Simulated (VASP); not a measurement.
A run of VASP 6.6.1 is set up as follows.

INCAR

```
  ALGO = Normal
  EDIFF = 1E-7
  ENCUT = 520
  GGA = PS
  ISIF = 2
  ISMEAR = 1
  LASPH = True
  LCHARG = False
  LREAL = False
  LWAVE = False
  NBANDS = 32
  NELM = 100
  PREC = Accurate
  SIGMA = 0.01
```

Contents of KPOINTS:

```
k-points
0
Gamma
  12 12 12
```

File POSCAR:

```
VN2
1.0
   -2.1507500000      2.1507500000      2.4913500000
    2.1507500000     -2.1507500000      2.4913500000
    2.1507500000      2.1507500000     -2.4913500000
V N
2 4
Direct
    0.2500000000      0.2500000000      0.0000000000
    0.7500000000      0.7500000000      0.0000000000
    0.1151000000      0.6151000000      0.7302000000
    0.6151000000      0.8849000000      0.5000000000
    0.8849000000      0.3849000000      0.2698000000
    0.3849000000      0.1151000000      0.5000000000
```

Potentials or basis: VASP PAW PBE potentials, release 64 (V_sv, N).

Command:

```console
$ cat potpaw_PBE.64/V_sv/POTCAR potpaw_PBE.64/N/POTCAR > POTCAR
$ mpirun -np 1 vasp_std > vasp.out
```

(1) Estimate the pressure.

(2) Predict the largest force.

(3) Predict the band gap on the k mesh.

Results:

(1) -10.9 GPa.

(2) 0.385 eV/Å.

(3) zero (bands 23 and 24 overlap by 0.36 eV).

Caveat: the cell stands under tension; the PAW data sets were made with another functional, which shifts forces and pressure a little; the run has no spin polarisation, though such a crystal can be magnetic.
